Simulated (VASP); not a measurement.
Ti, 1 atom in the cell. Symmetry: I4/mmm, No. 139, tetragonal system. Conventional cell: a = 3.374 Å, b = 3.374 Å, c = 3.105 Å, α = 90.00°, β = 90.00°, γ = 90.00°. Ti (site symmetry 4/mmm) has 14 Ti at 2.85 to 3.37 Å within 3.8 Å.  This cell differs from its parent crystal: ratio of the length along z to the lengths across it x 0.92, volume and fractional coordinates fixed.

- Program: VASP 6.6.1
- Task: single point
- Functional: r2SCAN
- Potentials or basis: VASP PAW PBE potentials, release 64 (Ti_sv)
- Cutoff: 520 eV
- k mesh: 22 × 22 × 22
- Occupations: gaussian, width 0.15 eV
- Spin: no spin polarisation
- Dipole correction: no
- Further INCAR settings: ALGO = Normal; EDIFF = 1e-06; NBANDS = 12

Potentials or basis: VASP PAW PBE potentials, release 64 (Ti_sv).

Command:

```bash
$ cat potpaw_PBE.64/Ti_sv/POTCAR > POTCAR
$ cp INCAR.step1 INCAR
$ mpirun -np 1 vasp_std > vasp.out
$ cp INCAR.step2 INCAR
$ mpirun -np 1 vasp_std > vasp.out
```

Hardware: 1 thread of Intel(R) Xeon(R) 6975P-C (Granite Rapids), on a shared host.

Q: How long does it take, and how much memory?

A: It took 3.2 min on 1 thread of Intel(R) Xeon(R) 6975P-C (Granite Rapids), with other jobs on the host, peak memory 0.27 GiB. Counts: k points 834.
